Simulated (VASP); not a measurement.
# CuI (F-43m) in VASP: a series of runs

Runs on CuI. Level: r2SCAN. Tasks: phonons.

Everything below comes from runs of VASP 6.6.1. Logs are shortened: lines on timing, memory, paths and dates and some standing lists are left out, and cuts for length are marked.

## (1) The cell of the first run

Symmetry: F-43m, No. 216, cubic system. Conventional cell: a = 5.792 Å, b = 5.792 Å, c = 5.792 Å, α = 90.00°, β = 90.00°, γ = 90.00°. Within 3.3 Å of Cu (site symmetry -43m) lie 4 I at 2.51 Å. Within 3.3 Å of I (site symmetry -43m) lie 4 Cu at 2.51 Å.

## (2) Phonons, r2SCAN

Input file INCAR:

```
PREC = Accurate
ENCUT = 520
EDIFF = 1E-8
ISMEAR = 0
SIGMA = 0.01
LREAL = F
LASPH = T
NELM = 80
ALGO = Normal
ISIF = 2
LWAVE = F
LCHARG = F
METAGGA = R2SCAN
LMIXTAU = T
NBANDS = 16
IBRION = 6
NFREE = 2
POTIM = 0.015
NSW = 1
```

Input file KPOINTS:

```
Automatic mesh
0
Gamma
  6 6 6
```

Input file POSCAR:

```
CuI
1.0
    2.8957560265      2.8957560265      0.0000000000
   -2.8957560265      2.8957560265      0.0000000000
    0.0000000000      2.8957560265      2.8957560265
Cu I
1 1
Direct
    0.7500000000      0.2500000000      0.5000000000
    0.0000000000      0.0000000000      0.0000000000
```

Potentials or basis: VASP PAW PBE potentials, release 64 (Cu, I).

Command:

```sh
$ cat potpaw_PBE.64/Cu/POTCAR potpaw_PBE.64/I/POTCAR > POTCAR
$ mpirun -np 1 vasp_std > vasp.out
```

OUTCAR:

```text
PREC = Accurate
   ENCUT = 520
   EDIFF = 1E-8
   ISMEAR = 0
   LREAL = F
   LASPH = T
   NELM = 80
   ISIF = 2
   METAGGA = R2SCAN
   IBRION = 6
   NFREE = 2
   POTIM = 0.015
   NSW = 1

 ion  position               nearest neighbor table
   1  0.750  0.250  0.500-   2 2.51   2 2.51   2 2.51   2 2.51
   2  0.000  0.000  0.000-   1 2.51   1 2.51   1 2.51   1 2.51

  LATTYP: Found a face centered cubic cell.
 ALAT       =     5.7915120530

  Lattice vectors:

 A1 = (   0.0000000000,   2.8957560265,   2.8957560265)
 A2 = (   2.8957560265,   0.0000000000,   2.8957560265)
 A3 = (   2.8957560265,   2.8957560265,   0.0000000000)

Analysis of symmetry for initial positions (statically):
=====================================================================
 Subroutine PRICEL returns:
 Original cell was already a primitive cell.

 Routine SETGRP: Setting up the symmetry group for a
 face centered cubic supercell.

 Subroutine GETGRP returns: Found 24 space group operations
 (whereof 24 operations were pure point group operations)
 out of a pool of 48 trial point group operations.

The static configuration has the point symmetry T_d .

Analysis of symmetry for dynamics (positions and initial velocities):
=====================================================================
 Subroutine PRICEL returns:
 Original cell was already a primitive cell.

 Routine SETGRP: Setting up the symmetry group for a
 face centered cubic supercell.

 Subroutine GETGRP returns: Found 24 space group operations
 (whereof 24 operations were pure point group operations)
 out of a pool of 48 trial point group operations.

The dynamic configuration has the point symmetry T_d .

 Subroutine INISYM returns: Found 24 space group operations
 (whereof 24 operations are pure point group operations),
 and found     1 'primitive' translations

----------------------------------------------------------------------------------------

                                     Primitive cell

  volume of cell :      48.5642

  direct lattice vectors                    reciprocal lattice vectors
     2.895756026  2.895756026  0.000000000     0.172666480  0.172666480 -0.172666480
    -2.895756026  2.895756026  0.000000000    -0.172666480  0.172666480 -0.172666480
     0.000000000  2.895756026  2.895756026     0.000000000  0.000000000  0.345332960

  length of vectors
     4.095217446  4.095217446  4.095217446     0.299067116  0.299067116  0.345332960

  position of ions in fractional coordinates (direct lattice)
     0.750000000  0.250000000  0.500000000
     0.000000000  0.000000000  0.000000000

  ion indices of the primitive-cell ions
   primitive index   ion index
                 1           1
                 2           2

----------------------------------------------------------------------------------------

 KPOINTS: Automatic mesh

Automatic generation of k-mesh.
 Grid dimensions read from file:
 generate k-points for:    6    6    6

 Generating k-lattice:

  Cartesian coordinates                     Fractional coordinates (reciprocal lattice)
     0.028777747  0.028777747 -0.028777747     0.166666667  0.000000000  0.000000000
    -0.028777747  0.028777747 -0.028777747     0.000000000  0.166666667  0.000000000
     0.000000000  0.000000000  0.057555493     0.000000000  0.000000000  0.166666667

  Length of vectors
     0.049844519  0.049844519  0.057555493

  Shift w.r.t. Gamma in fractional coordinates (k-lattice)
[... 41 lines left out ...]
   ENCUT  =  520.0 eV  38.22 Ry    6.18 a.u.   7.61  7.61  7.61*2*pi/ulx,y,z
   NELM   =     80;   NELMIN=  2; NELMDL= -5     # of ELM steps
   EDIFF  = 0.1E-07   stopping-criterion for ELM
   LREAL  =      F    real-space projection
   EDIFFG = 0.1E-06   stopping-criterion for IOM
   NSW    =     61    number of steps for IOM
   IBRION =      6    ionic relax: 0-MD 1-quasi-New 2-CG
   NFREE  =      2    steps in history (QN), initial steepest desc. (CG)
   ISIF   =      2    stress and relaxation
   ISYM   =      2    0-nonsym 1-usesym 2-fastsym
   POTIM  = 0.0150    time-step for ionic-motion
   TEBEG  =    0.0;   TEEND  =   0.0 temperature during run
   PSTRESS=    0.0 pullay stress
   NELECT =      18.0000    total number of electrons
   NUPDOWN=      -1.0000    fix difference up-down
   EMIN   =  10.00;   EMAX   =-10.00  energy-range for DOS
   EFERMI =   0.00;   METHOD = LEGACY
   ISMEAR =     0;   SIGMA  =   0.01  broadening in eV -4-tet -1-fermi 0-gaus
   EFERMI_NEDOS =   21; number of points for ismear=-14 and -15
   IALGO  =     38    algorithm
   IMIX   =      4    mixing-type and parameters
     AMIX     =   0.40;   BMIX     =  1.00
     AMIX_MAG =   1.60;   BMIX_MAG =  1.00
  volume/ion in A,a.u.               =      24.28       163.86
  Fermi-wavevector in a.u.,A,eV,Ry     =   1.175963  2.222248 18.815350  1.382889
  Thomas-Fermi vector in A             =   2.312335
   LORBIT       =      0    0 simple, 1 ext, 2 COOP (PROOUT), +10 PAW based schemes
   METAGGA = R2SCAN    functional components
   LHFCALC =     F    Hartree Fock is set to
   AEXX    =    0.0000 exact exchange contribution
   IVDW    =     0    specifies the selected vdW correction
   LEPSILON=     F    determine dielectric tensor
   LRPA    =     F    only Hartree local field effects (RPA)
 finite differences with symmetry
 non-spin polarized calculation
 Gauss-broadening in eV      SIGMA  =   0.01
  energy-cutoff  :      520.00
  volume of cell :       48.56
 maximum number of plane-waves:      1316
   NGX = 15   NGY = 15   NGZ = 15

--------------------------------------- Ionic step        1  -------------------------------------------

 number of electron      17.9999988 magnetization

 Free energy of the ion-electron system (eV)
  ---------------------------------------------------
  ext. energy  EPLUGINS =         0.00000000
  ---------------------------------------------------
  free energy    TOTEN  =       -35.67561825 eV

  energy without entropy =      -35.67561825  energy(sigma->0) =      -35.67561825

------------------------ aborting loop because EDIFF is reached ----------------------------------------

  FORCE on cell =-STRESS in cart. coord.  units (eV):
  Direction    XX          YY          ZZ          XY          YZ          ZX
  --------------------------------------------------------------------------------------
  -------------------------------------------------------------------------------------
  Total        2.0980952      2.0980952      2.0980952     -0.0000000     -0.0000000      0.0000000
  in kB       69.2181300     69.2181300     69.2181300     -0.0000000     -0.0000000      0.0000000
  external PRESSURE =      69.2181300 kB  Pullay stress =       0.0000000 kB
[... 131 lines left out ...]
--------------------------------------- Ionic step        5  -------------------------------------------

 number of electron      17.9999988 magnetization

 Free energy of the ion-electron system (eV)
  ---------------------------------------------------
  ext. energy  EPLUGINS =         0.00000000
  ---------------------------------------------------
  free energy    TOTEN  =       -35.67508864 eV

  energy without entropy =      -35.67508864  energy(sigma->0) =      -35.67508864

 E-fermi :   5.9566     XC(G=0): -10.1440

 val. band max:        5.8796514481   @ k =   0.0000   0.0000   0.0000
 cond. band min:       7.9349207687   @ k =   0.0000   0.0000   0.0000
 fundamental gap:      2.0552693205
 Fermi energy:         5.9565739371

 k-point     1 :       0.0000    0.0000    0.0000
  band No.  band energies     occupation
      1      -9.4865      2.00000
      2       1.3442      2.00000
      3       1.3678      2.00000
      4       1.3917      2.00000
      5       3.3768      2.00000
      6       3.3772      2.00000
[... 433 lines left out ...]
      3       0.9596      2.00000
      4       1.4381      2.00000
      5       3.3441      2.00000
      6       3.3804      2.00000
[... 8 lines left out ...]
     15      16.5318      0.00000
     16      17.9662      0.00000

 [... further k-points ...]

------------------------ aborting loop because EDIFF is reached ----------------------------------------

  FORCE on cell =-STRESS in cart. coord.  units (eV):
  Direction    XX          YY          ZZ          XY          YZ          ZX
  --------------------------------------------------------------------------------------
  -------------------------------------------------------------------------------------
  Total        2.0991901      2.1012144      2.1012144      0.0000000      0.1140108      0.0000000
  in kB       69.2542547     69.3210352     69.3210352      0.0000000      3.7613245      0.0000000
  external PRESSURE =      69.2987750 kB  Pullay stress =       0.0000000 kB
[... 17 lines left out ...]
  FREE ENERGIE OF THE ION-ELECTRON SYSTEM (eV)
  ---------------------------------------------------
  free  energy   TOTEN  =       -35.6750886418 eV

  energy  without entropy=      -35.6750886418  energy(sigma->0) =      -35.67508864

 INTERNAL STRAIN TENSORS FROM DISPLACED ATOMS
 ============================================

 INTERNAL STRAIN TENSOR FOR ION    1 for displacements in x,y,z  (eV/Angst):
          X           Y           Z          XY          YZ          ZX
  --------------------------------------------------------------------------------
  x     0.00000     0.00000     0.00000     0.00000     7.79541     0.00000
  y    -0.00000    -0.00000    -0.00000     0.00000     0.00000     7.79541
  z     0.00000     0.00000     0.00000     7.79541     0.00000     0.00000

 INTERNAL STRAIN TENSOR FOR ION    2 for displacements in x,y,z  (eV/Angst):
          X           Y           Z          XY          YZ          ZX
  --------------------------------------------------------------------------------
  x     0.00000     0.00000     0.00000     0.00000    -7.63159     0.00000
  y     0.00000     0.00000     0.00000     0.00000     0.00000    -7.63159
  z     0.00000     0.00000     0.00000    -7.63159     0.00000     0.00000

 Eigenvectors and eigenvalues of the dynamical matrix
 ----------------------------------------------------

   1 f  =    5.233480 THz    32.882927 2PiTHz  174.570114 cm-1    21.643926 meV
             X         Y         Z           dx          dy          dz
      1.447878  4.343634  1.447878     0.692144   -0.431376   -0.000000
      0.000000  0.000000  0.000000    -0.491092    0.306071   -0.000000
[... 21 lines left out ...]
   6 f/i=    0.006592 THz     0.041421 2PiTHz    0.219898 cm-1     0.027264 meV
             X         Y         Z           dx          dy          dz
      1.447878  4.343634  1.447878    -0.004185    0.284717    0.503756
      0.000000  0.000000  0.000000    -0.005899    0.401279    0.709993

 ELASTIC MODULI CONTR FROM IONIC RELAXATION (kBar)
 Direction    XX          YY          ZZ          XY          YZ          ZX
 --------------------------------------------------------------------------------
 XX          -0.0000     -0.0000     -0.0000     -0.0000     -0.0000      0.0000
 YY          -0.0000     -0.0000     -0.0000     -0.0000     -0.0000      0.0000
 ZZ          -0.0000     -0.0000     -0.0000     -0.0000     -0.0000      0.0000
 XY          -0.0000     -0.0000     -0.0000   -413.2722      0.0000      0.0000
 YZ          -0.0000     -0.0000     -0.0000      0.0000   -413.2722      0.0000
 ZX           0.0000      0.0000      0.0000      0.0000      0.0000   -413.2722
 --------------------------------------------------------------------------------
```

Run time: 8.8 min. Hardware: 1 thread of Intel Xeon Platinum 8375C at 2.90GHz (Ice Lake), shared host; peak memory 0.21 GiB.

Results:

```yaml
Highest_phonon_frequency_at_Γ_LO-TO_splitting_left_out: 175 cm⁻¹
```

Phonon frequencies in cm⁻¹ (negative: imaginary):
```tsv
q point	frequencies
(0.000, 0.000, 0.000)	0 0 0 175 175 175
```

Caveat: the cell stands under pressure or tension, which shifts response properties; the PAW data sets were made with another functional, which shifts forces and pressure a little; spin-orbit coupling is left out, which moves the levels of the heavy elements.

[end of part 1 of 3]
